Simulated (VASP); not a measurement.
# Al2H3 (R-3m) in VASP: further runs, part 2 of 2

VASP 6.6.1. Earlier steps stand in the parts before.

### 4 Single point, PBE

The input, INCAR:

```
ALGO     = Normal         # electronic algorithm
EDIFF    = 1E-6           # SCF threshold, eV
ENCUT    = 520            # plane-wave cutoff, eV
GGA      = PE             # functional
ISIF     = 2              # what is computed and relaxed
ISMEAR   = 0              # smearing method
LASPH    = True           # aspherical terms in the spheres
LCHARG   = False          # write CHGCAR
LREAL    = False          # projectors in reciprocal space
LWAVE    = False          # write WAVECAR
NBANDS   = 12             # bands
NELM     = 100            # most SCF steps
PREC     = Accurate       # precision mode
SIGMA    = 0.1            # smearing width, eV
```

The input, KPOINTS:

```
k-points
0
Gamma
  12 12 12
```

The input, POSCAR:

```
Al2H3
1.0
    1.5838289485      0.9144240698      5.2019387474
   -1.5838289485      0.9144240698      5.2019387474
    0.0000000000     -1.8288481395      5.2019387474
Al H
2 3
Direct
    0.4089665636      0.4089665636      0.4089665636
    0.5910334364      0.5910334364      0.5910334364
    0.0000000000      0.0000000000      0.0000000000
    0.2208268851      0.2208268851      0.2208268851
    0.7791731149      0.7791731149      0.7791731149
```

Potentials or basis: VASP PAW PBE potentials, release 64 (Al, H).

Run with:

```bash
$ cat potpaw_PBE.64/Al/POTCAR potpaw_PBE.64/H/POTCAR > POTCAR
$ mpirun -np 1 vasp_std > vasp.out
```

OUTCAR:

```text
EDIFF = 1E-6
   ENCUT = 520
   GGA = PE
   ISIF = 2
   ISMEAR = 0
   LASPH = True
   LREAL = False
   NELM = 100
   PREC = Accurate

 ion  position               nearest neighbor table
   1  0.409  0.409  0.409-   5 1.92   5 1.92   5 1.92   2 2.84   2 2.99   2 2.99   2 2.99
   2  0.591  0.591  0.591-   4 1.92   4 1.92   4 1.92   1 2.84   1 2.99   1 2.99   1 2.99
   3  0.000  0.000  0.000-
   4  0.221  0.221  0.221-   2 1.92   2 1.92   2 1.92
   5  0.779  0.779  0.779-   1 1.92   1 1.92   1 1.92

  LATTYP: Found a trigonal (rhomboedric) cell.
 ALAT       =     5.5140595072
 COS(alpha) =     0.8349925125

  Lattice vectors:

 A1 = (   1.5838289485,   0.9144240698,   5.2019387474)
 A2 = (  -1.5838289485,   0.9144240698,   5.2019387474)
 A3 = (   0.0000000000,  -1.8288481395,   5.2019387474)

Analysis of symmetry for initial positions (statically):
=====================================================================
 Subroutine PRICEL returns:
 Original cell was already a primitive cell.

 Routine SETGRP: Setting up the symmetry group for a
[... 192 lines left out ...]
      9      14.1123      0.00000
     10      14.1123      0.00000
     11      15.3929      0.00000
     12      15.3929      0.00000
[... 331 lines left out ...]
 k-point    24 :      -0.4167    0.1667    0.0000
  band No.  band energies     occupation
      1      -1.3020      2.00000
      2      -0.5230      2.00000
      3       1.0068      2.00000
      4       3.7851      2.00000
      5       5.3952      2.00000
      6       6.1473      1.92108
      7       7.2189      0.00000
      8       8.5579      0.00000
      9      13.8856      0.00000
     10      14.2769      0.00000
     11      15.1052      0.00000
     12      16.9648      0.00000

 [... further k-points ...]

------------------------ aborting loop because EDIFF is reached ----------------------------------------

  FORCE on cell =-STRESS in cart. coord.  units (eV):
  Direction    XX          YY          ZZ          XY          YZ          ZX
  --------------------------------------------------------------------------------------
  -------------------------------------------------------------------------------------
  Total       -0.0385637     -0.0385637     -0.0261208      0.0000000     -0.0000000      0.0000000
  in kB       -1.3668371     -1.3668371     -0.9258144      0.0000000     -0.0000000      0.0000000
  external PRESSURE =      -1.2198295 kB  Pullay stress =       0.0000000 kB

 VOLUME and BASIS-vectors are now :
 -----------------------------------------------------------------------------
  energy-cutoff  :      520.00
  volume of cell :       45.20
      direct lattice vectors                 reciprocal lattice vectors
     1.583828948  0.914424070  5.201938747     0.315690656  0.182264085  0.064078673
    -1.583828948  0.914424070  5.201938747    -0.315690656  0.182264085  0.064078673
     0.000000000 -1.828848140  5.201938747     0.000000000 -0.364528171  0.064078673

 POSITION                                       TOTAL-FORCE (eV/Angst)
 -----------------------------------------------------------------------------------
      0.00000      0.00000      6.38226         0.000000     -0.000000     -0.000154
      0.00000      0.00000      9.22356         0.000000      0.000000      0.000154
      0.00000      0.00000      0.00000        -0.000000      0.000000      0.000000
      0.00000      0.00000      3.44618         0.000000      0.000000      0.001449
      0.00000      0.00000     12.15963         0.000000     -0.000000     -0.001449
 -----------------------------------------------------------------------------------
    total drift:                                0.000000     -0.000000      0.000000

  FREE ENERGIE OF THE ION-ELECTRON SYSTEM (eV)
  ---------------------------------------------------
  free  energy   TOTEN  =       -15.7598774440 eV

  energy  without entropy=      -15.7549991290  energy(sigma->0) =      -15.75743829
```

Run time: 2.1 min. Hardware: 1 thread of Intel Xeon 6975P-C (Granite Rapids), shared host; peak memory 0.29 GiB.

What came out:

```yaml
Free_energy: -15.7599 eV
Pressure: -0.1 GPa
Band_gap_on_the_k_mesh: zero (an odd number of electrons rules out a gap without spin polarisation)
```

### 5 Relaxation of cell and atoms, PBE

The input, INCAR:

```
ALGO = Normal
EDIFF = 1E-6
EDIFFG = -0.01
ENCUT = 600
GGA = PE
IBRION = 2
ISIF = 3
ISMEAR = 0
LASPH = True
LCHARG = False
LREAL = False
LWAVE = False
NELM = 100
NSW = 100
PREC = Accurate
SIGMA = 0.1
```

KPOINTS is that of step 4.

The input, POSCAR:

```
Al2H3
1.0
    1.5866027322      0.9160255145      5.1890329607
   -1.5866027322      0.9160255145      5.1890329607
    0.0000000000     -1.8320510290      5.1890329607
Al H
2 3
Direct
    0.4077547484      0.4077547484      0.4077547484
    0.5922452516      0.5922452516      0.5922452516
    0.0000000000      0.0000000000      0.0000000000
    0.2223821217      0.2223821217      0.2223821217
    0.7776178783      0.7776178783      0.7776178783
```

Run with:

```bash
$ cat potpaw_PBE.64/Al/POTCAR potpaw_PBE.64/H/POTCAR > POTCAR
$ mpirun -np 1 vasp_std > vasp.out
```

Run time: 6.6 min. Hardware: 1 thread of Intel Xeon 6975P-C (Granite Rapids), shared host; peak memory 0.38 GiB.

The run converged. Its results:

```
Free energy                           : -15.7611 eV
Relaxed volume                        : 9.04 Å³/atom
Relaxed cell                          : a = 5.510 Å, b = 5.510 Å, c = 5.510 Å, α = 33.42°, β = 33.42°, γ = 33.42°
Space group after relaxing (to 0.1 Å) : R-3m (No. 166)
Energy gained by relaxing             : 0.9 meV/atom
Ionic steps                           : 8
Pressure after relaxing               : 0.0 GPa
Largest force after relaxing          : 0.005 eV/Å
Band gap on the k mesh                : zero (an odd number of electrons rules out a gap without spin polarisation)
```

Forces on the atoms (eV/Å):
```
Al   0.000  0.000 -0.005
Al   0.000  0.000  0.005
H    0.000  0.000  0.000
H    0.000  0.000 -0.002
H    0.000  0.000  0.002
```

Stress tensor (GPa, compression positive):
```
-0.06  0.00  0.00
 0.00 -0.06  0.00
 0.00  0.00  0.10
```

Step by step:
| step | energy change (eV) | largest force (eV/Å) | pressure (GPa) | volume (Å³) |
| --- | --- | --- | --- | --- |
| 1 | 0.0000 | 0.1533 | 0.23 | 45.25 |
| 2 | -0.0025 | 0.0906 | 0.05 | 45.34 |
| 3 | -0.0038 | 0.0311 | -0.22 | 45.46 |
| 4 | -0.0038 | 0.0319 | -0.21 | 45.46 |
| 5 | -0.0041 | 0.0299 | -0.10 | 45.36 |
| 6 | -0.0043 | 0.0249 | 0.17 | 45.14 |
| 7 | -0.0045 | 0.0132 | 0.08 | 45.17 |
| 8 | -0.0046 | 0.0046 | -0.01 | 45.19 |

Final structure:
```
CELL_PARAMETERS angstrom
1.58427 0.91468 5.19758
-1.58427 0.91468 5.19758
0.00000 -1.82936 5.19758
ATOMIC_POSITIONS crystal
Al 0.40902 0.40902 0.40902
Al 0.59098 0.59098 0.59098
H 0.00000 0.00000 0.00000
H 0.22092 0.22092 0.22092
H 0.77908 0.77908 0.77908
```

Levels at points of the mesh, in eV from the Fermi level:
| k point | band 2 | band 3 | band 4 | band 5 | band 6 | band 7 | band 8 |
| --- | --- | --- | --- | --- | --- | --- | --- |
| (0.00, 0.00, 0.00) | -7.41 | -6.70 | 4.49 | 5.06 | 6.82 | 7.51 | 7.51 |
| (0.50, 0.00, 0.00) | -7.14 | -5.26 | -2.63 | -0.84 | 1.32 | 3.63 | 3.84 |
| (0.50, 0.50, 0.00) | -7.31 | -5.91 | -3.31 | -0.56 | 2.19 | 2.87 | 4.60 |
| (0.50, 0.50, 0.50) | -10.40 | -2.94 | 1.64 | 5.82 | 6.21 | 6.98 | 6.98 |

### 6 Summary

| task | cell | k mesh | cutoff (eV) | gap on the mesh (eV) | pressure (GPa) | relaxed volume (Å³/atom) | largest force (eV/Å) |
| --- | --- | --- | --- | --- | --- | --- | --- |
| single point | a = 5.503 Å, angles 33.5°, 5 atoms, atomic positions A | 6 × 6 × 6 | 520 | none | -0.1 | - | 0.04 |
| relaxation of cell and atoms | relaxed from a = 6.927 Å, angles 24.2°, 5 atoms, atomic positions B | 6 × 6 × 6 | 600 | none | -0.1 | 9.10 | 0.02 |
| single point | a = 5.514 Å, angles 33.4°, 5 atoms, atomic positions C | 12 × 12 × 12 | 520 | none | -0.1 | - | - |
| relaxation of cell and atoms | relaxed from a = 5.503 Å, angles 33.5°, 5 atoms, atomic positions A | 12 × 12 × 12 | 600 | none | 0.0 | 9.04 | - |

Alike in all rows: level PBE; potentials or basis VASP PAW PBE potentials, release 64 (Al, H); no spin polarisation; smearing gaussian 0.1 eV.

Caveats: some runs use coarse meshes; a cell axis changed by over 15 % at a fixed basis, so the end point is rough (at least some runs).

Absolute energies hang on the potentials; compare differences alone.
